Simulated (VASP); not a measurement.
# Si (Cmcm) in VASP: single point with PBE

Aim: the single point of Si with PBE.

Everything below comes from runs of VASP 6.6.1. Logs are shortened: lines on timing, memory, paths and dates and some standing lists are left out, and cuts for length are marked.

**1. The cell of the first run**

Symmetry: Cmcm, No. 63, orthorhombic system. The conventional cell has a = 3.831 Å, b = 5.889 Å, c = 6.333 Å, α = 90.00°, β = 90.00°, γ = 90.00°. Si (site symmetry m) has 4 Si at 2.12 to 2.37 Å within 2.8 Å.

**2. Single point, PBE (strain -0.1125 x Voigt [0, 1, 0, 0, 0, 0])**

File INCAR:

```
SYSTEM = Si
ALGO = Normal
EDIFF = 1E-7
ENCUT = 520
GGA = PE
ISIF = 2
ISMEAR = 0
LASPH = .TRUE.
LCHARG = .FALSE.
LREAL = .FALSE.
LWAVE = .FALSE.
NBANDS = 16
NELM = 60
PREC = Accurate
SIGMA = 0.05
```

File KPOINTS:

```
k-points
0
G
  12 12 6
  0 0 0
```

File POSCAR:

```
Si
1.0
    3.8313174605      0.0000000000      0.0000000000
   -1.9156587303      2.9447411976      0.0000000000
    0.0000000000      0.0000000000      6.3326220002
Si
4
Direct
    0.3333333333      0.6666666667      0.0630095000
    0.6666666667      0.3333333333      0.5630095000
    0.3333333333      0.6666666667      0.4369905000
    0.6666666667      0.3333333333      0.9369905000
```

Potentials or basis: VASP PAW PBE potentials, release 64 (Si).

Started as:

```sh
> cat potpaw_PBE.64/Si/POTCAR > POTCAR
> mpirun -np 1 vasp_std > vasp.out
```

OUTCAR:

```text
SYSTEM = Si
   EDIFF = 1E-7
   ENCUT = 520
   GGA = PE
   ISIF = 2
   ISMEAR = 0
   LASPH = .TRUE.
   LREAL = .FALSE.
   NELM = 60
   PREC = Accurate

 ion  position               nearest neighbor table
   1  0.333  0.667  0.063-   4 2.12   4 2.30   4 2.30   3 2.37
   2  0.667  0.333  0.563-   3 2.12   3 2.30   3 2.30   4 2.37
   3  0.333  0.667  0.437-   2 2.12   2 2.30   2 2.30   1 2.37
   4  0.667  0.333  0.937-   1 2.12   1 2.30   1 2.30   2 2.37

  Warning from LATTYP: Monoclinic adjustment (A1->A3, A2->A1, A3->A2)!
  LATTYP: Found a base centered orthorhombic cell.
 ALAT       =     3.8313174605
 B/A-ratio  =     1.5371950917
 C/A-ratio  =     1.6528575524

  Lattice vectors:

 A1 = (   1.9156587303,  -2.9447411976,   0.0000000000)
 A2 = (   1.9156587302,   2.9447411976,   0.0000000000)
 A3 = (   0.0000000000,   0.0000000000,   6.3326220002)

Analysis of symmetry for initial positions (statically):
=====================================================================
 Subroutine PRICEL returns:
 Original cell was already a primitive cell.

 Routine SETGRP: Setting up the symmetry group for a
 base centered orthorhombic supercell.

 Subroutine GETGRP returns: Found  8 space group operations
 (whereof  4 operations were pure point group operations)
 out of a pool of  8 trial point group operations.

The static configuration has the point symmetry C_2h.
 The point group associated with its full space group is D_2h.

Analysis of symmetry for dynamics (positions and initial velocities):
=====================================================================
 Subroutine PRICEL returns:
 Original cell was already a primitive cell.

 Routine SETGRP: Setting up the symmetry group for a
 base centered orthorhombic supercell.

 Subroutine GETGRP returns: Found  8 space group operations
 (whereof  4 operations were pure point group operations)
 out of a pool of  8 trial point group operations.

The dynamic configuration has the point symmetry C_2h.
 The point group associated with its full space group is D_2h.

 Subroutine INISYM returns: Found  8 space group operations
 (whereof  4 operations are pure point group operations),
 and found     1 'primitive' translations

----------------------------------------------------------------------------------------

                                     Primitive cell

  volume of cell :      71.4462

  direct lattice vectors                    reciprocal lattice vectors
     3.831317461  0.000000000  0.000000000     0.261006823  0.169794208  0.000000000
    -1.915658730  2.944741198  0.000000000     0.000000000  0.339588416  0.000000000
     0.000000000  0.000000000  6.332622000     0.000000000  0.000000000  0.157912473

  length of vectors
     3.831317461  3.513011399  6.332622000     0.311375392  0.339588416  0.157912473

  position of ions in fractional coordinates (direct lattice)
     0.333333333  0.666666667  0.063009500
     0.666666667  0.333333333  0.563009500
     0.333333333  0.666666667  0.436990500
     0.666666667  0.333333333  0.936990500

  ion indices of the primitive-cell ions
   primitive index   ion index
                 1           1
                 2           2
                 3           3
                 4           4

----------------------------------------------------------------------------------------

 KPOINTS: k-points

Automatic generation of k-mesh.
 Grid dimensions read from file:
 generate k-points for:   12   12    6

 Generating k-lattice:

  Cartesian coordinates                     Fractional coordinates (reciprocal lattice)
     0.021750569  0.014149517  0.000000000     0.083333333  0.000000000  0.000000000
     0.000000000  0.028299035  0.000000000     0.000000000  0.083333333  0.000000000
     0.000000000  0.000000000  0.026318745     0.000000000  0.000000000  0.166666667

  Length of vectors
     0.025947949  0.028299035  0.026318745

  Shift w.r.t. Gamma in fractional coordinates (k-lattice)
     0.000000000  0.000000000  0.000000000

 Subroutine IBZKPT returns following result:
 ===========================================

 Found    172 irreducible k-points:

 Following reciprocal coordinates:
            Coordinates               Weight
  0.000000  0.000000  0.000000      1.000000
  0.083333 -0.000000  0.000000      4.000000
  0.166667 -0.000000  0.000000      4.000000
  0.250000 -0.000000  0.000000      4.000000
  0.333333 -0.000000  0.000000      4.000000
  0.416667 -0.000000  0.000000      4.000000
[... 16 lines left out ...]
  0.333333  0.166667  0.000000      4.000000
  0.416667  0.166667  0.000000      4.000000
 [... further k-points ...]
   k-points           NKPTS =    172   k-points in BZ     NKDIM =    172   number of bands    NBANDS=     16
   number of dos      NEDOS =    301   number of ions     NIONS =      4
   total plane-waves  NPLWV =  37632
   dimension x,y,z NGX =    28 NGY =   28 NGZ =   48
   dimension x,y,z NGXF=    56 NGYF=   56 NGZF=   96
   ions per type =               4
   NGX,Y,Z   is equivalent  to a cutoff of  12.15, 13.25, 12.60 a.u.
   NGXF,Y,Z  is equivalent  to a cutoff of  24.30, 26.50, 25.20 a.u.
 SYSTEM =  Si
   PREC   = accura    normal or accurate (medium, high low for compatibility)
   ISTART =      0    job   : 0-new  1-cont  2-samecut
   ICHARG =      2    charge: 1-file 2-atom 10-const
   ISPIN  =      1    spin polarized calculation?
   LNONCOLLINEAR =      F non collinear calculations
   LSORBIT =      F    spin-orbit coupling
   LASPH  =      T    aspherical Exc in radial PAW
   ENCUT  =  520.0 eV  38.22 Ry    6.18 a.u.   7.12  6.53 11.77*2*pi/ulx,y,z
   NELM   =     60;   NELMIN=  2; NELMDL= -5     # of ELM steps
   EDIFF  = 0.1E-06   stopping-criterion for ELM
   LREAL  =      F    real-space projection
   EDIFFG = 0.1E-05   stopping-criterion for IOM
   NSW    =      0    number of steps for IOM
   IBRION =     -1    ionic relax: 0-MD 1-quasi-New 2-CG
   NFREE  =      0    steps in history (QN), initial steepest desc. (CG)
   ISIF   =      2    stress and relaxation
   ISYM   =      2    0-nonsym 1-usesym 2-fastsym
   POTIM  = 0.5000    time-step for ionic-motion
   TEBEG  =    0.0;   TEEND  =   0.0 temperature during run
   PSTRESS=    0.0 pullay stress
   NELECT =      16.0000    total number of electrons
   NUPDOWN=      -1.0000    fix difference up-down
   EMIN   =  10.00;   EMAX   =-10.00  energy-range for DOS
   EFERMI =   0.00;   METHOD = LEGACY
   ISMEAR =     0;   SIGMA  =   0.05  broadening in eV -4-tet -1-fermi 0-gaus
   EFERMI_NEDOS =   21; number of points for ismear=-14 and -15
   IALGO  =     38    algorithm
   IMIX   =      4    mixing-type and parameters
     AMIX     =   0.40;   BMIX     =  1.00
     AMIX_MAG =   1.60;   BMIX_MAG =  1.00
  volume/ion in A,a.u.               =      17.86       120.54
  Fermi-wavevector in a.u.,A,eV,Ry     =   0.994158  1.878685 13.447308  0.988349
  Thomas-Fermi vector in A             =   2.126089
   LORBIT       =      0    0 simple, 1 ext, 2 COOP (PROOUT), +10 PAW based schemes
   GGA     = PE    functional components
   LHFCALC =     F    Hartree Fock is set to
   AEXX    =    0.0000 exact exchange contribution
   IVDW    =     0    specifies the selected vdW correction
   LEPSILON=     F    determine dielectric tensor
   LRPA    =     F    only Hartree local field effects (RPA)
 non-spin polarized calculation
 Gauss-broadening in eV      SIGMA  =   0.05
  energy-cutoff  :      520.00
  volume of cell :       71.45
 maximum number of plane-waves:      1947
   NGX = 15   NGY = 13   NGZ = 23

 number of electron      16.0000000 magnetization

 Free energy of the ion-electron system (eV)
  ---------------------------------------------------
  ext. energy  EPLUGINS =         0.00000000
  ---------------------------------------------------
  free energy    TOTEN  =       -20.66564874 eV

  energy without entropy =      -20.66519492  energy(sigma->0) =      -20.66542183

 E-fermi :   7.2193     XC(G=0):  -9.8691

 val. band max:        7.2074093898   @ k =   0.0000   0.0000   0.0000
 cond. band min:       7.2248643209   @ k =   0.0833  -0.0000   0.1667
 fundamental gap:      0.0174549311
 Fermi energy:         7.2192759619

 k-point     1 :       0.0000    0.0000    0.0000
  band No.  band energies     occupation
      1      -5.7881      2.00000
      2      -3.6127      2.00000
      3      -0.4938      2.00000
      4       5.7709      2.00000
      5       6.1589      2.00000
      6       6.8102      2.00000
[... 8 lines left out ...]
     15      13.0315      0.00000
     16      13.8017      0.00000

 k-point     2 :       0.0833   -0.0000    0.0000
  band No.  band energies     occupation
      1      -5.6998      2.00000
      2      -3.5239      2.00000
      3      -0.4299      2.00000
      4       5.0651      2.00000
      5       5.9283      2.00000
      6       6.6093      2.00000
[... 8 lines left out ...]
     15      12.5242      0.00000
     16      13.6418      0.00000

 k-point     3 :       0.1667   -0.0000    0.0000
  band No.  band energies     occupation
      1      -5.4370      2.00000
      2      -3.2594      2.00000
      3      -0.2575      2.00000
      4       3.6776      2.00000
      5       5.2731      2.00000
      6       5.5650      2.00000
[... 8 lines left out ...]
     15      12.7127      0.00000
     16      13.5098      0.00000

 k-point     4 :       0.2500   -0.0000    0.0000
  band No.  band energies     occupation
      1      -5.0083      2.00000
      2      -2.8273      2.00000
      3      -0.0795      2.00000
      4       2.3857      2.00000
      5       3.8326      2.00000
      6       5.1900      2.00000
[... 8 lines left out ...]
     15      13.7690      0.00000
     16      14.1637      0.00000
[... 324 lines left out ...]
 k-point    22 :       0.2500    0.1667    0.0000
  band No.  band energies     occupation
      1      -4.0090      2.00000
      2      -1.8137      2.00000
      3      -0.3321      2.00000
      4       1.9467      2.00000
      5       2.2831      2.00000
      6       3.3848      2.00000
[... 8 lines left out ...]
     15      12.9367      0.00000
     16      14.0920      0.00000

 k-point    23 :       0.3333    0.1667    0.0000
  band No.  band energies     occupation
      1      -3.3797      2.00000
      2      -1.1710      2.00000
      3      -1.0872      2.00000
      4       1.2837      2.00000
      5       2.1586      2.00000
      6       3.0888      2.00000
[... 8 lines left out ...]
     15      13.3936      0.00000
     16      13.7621      0.00000

 k-point    24 :       0.4167    0.1667    0.0000
  band No.  band energies     occupation
      1      -3.1501      2.00000
      2      -1.3711      2.00000
      3      -0.9389      2.00000
      4       0.9760      2.00000
      5       2.1755      2.00000
      6       3.1291      2.00000
[... 8 lines left out ...]
     15      13.3372      0.00000
     16      14.3833      0.00000

 [... further k-points ...]

------------------------ aborting loop because EDIFF is reached ----------------------------------------

  FORCE on cell =-STRESS in cart. coord.  units (eV):
  Direction    XX          YY          ZZ          XY          YZ          ZX
  --------------------------------------------------------------------------------------
  -------------------------------------------------------------------------------------
  Total        3.8480827     16.8282292      2.3346001     -0.0000000      0.0000000      0.0000000
  in kB       86.2931134    377.3724257     52.3533217     -0.0000000      0.0000000      0.0000000
  external PRESSURE =     172.0062869 kB  Pullay stress =       0.0000000 kB

 VOLUME and BASIS-vectors are now :
 -----------------------------------------------------------------------------
  energy-cutoff  :      520.00
  volume of cell :       71.45
      direct lattice vectors                 reciprocal lattice vectors
     3.831317461  0.000000000  0.000000000     0.261006823  0.169794208  0.000000000
    -1.915658730  2.944741198  0.000000000     0.000000000  0.339588416  0.000000000
     0.000000000  0.000000000  6.332622000     0.000000000  0.000000000  0.157912473

 POSITION                                       TOTAL-FORCE (eV/Angst)
 -----------------------------------------------------------------------------------
     -0.00000      1.96316      0.39902         0.000000     -2.014748      1.146989
      1.91566      0.98158      3.56533        -0.000000      2.014748      1.146989
     -0.00000      1.96316      2.76730         0.000000     -2.014748     -1.146989
      1.91566      0.98158      5.93361        -0.000000      2.014748     -1.146989
 -----------------------------------------------------------------------------------
    total drift:                               -0.000000      0.000000     -0.000000

  FREE ENERGIE OF THE ION-ELECTRON SYSTEM (eV)
  ---------------------------------------------------
  free  energy   TOTEN  =       -20.6656487372 eV

  energy  without entropy=      -20.6651949193  energy(sigma->0) =      -20.66542183
```

Wall time 2.5 min (1 thread of AMD EPYC 7R13 (Zen 3), shared host); peak memory 0.24 GiB.

Results:

```yaml
Free_energy: -20.6656 eV
Pressure: 17.2 GPa
Largest_force: 2.318 eV/Å
Band_gap_on_the_k_mesh: zero (bands 8 and 9 overlap by 0.71 eV)
```

Forces in eV/Å, atoms in the order of the input:
```
Si   0.000 -2.015  1.147
Si   0.000  2.015  1.147
Si   0.000 -2.015 -1.147
Si   0.000  2.015 -1.147
```

Stress tensor (GPa, compression positive):
```
 8.63  0.00  0.00
 0.00 37.74  0.00
 0.00  0.00  5.24
```

Caveat: the cell differs from its parent crystal (strain -0.1125 x Voigt [0, 1, 0, 0, 0, 0]); the cell stands under pressure; semilocal functionals underestimate gaps, so a narrow gap can read as zero; forces of over 1 eV/Å act on the atoms, so gaps and moduli don't describe the material at rest.
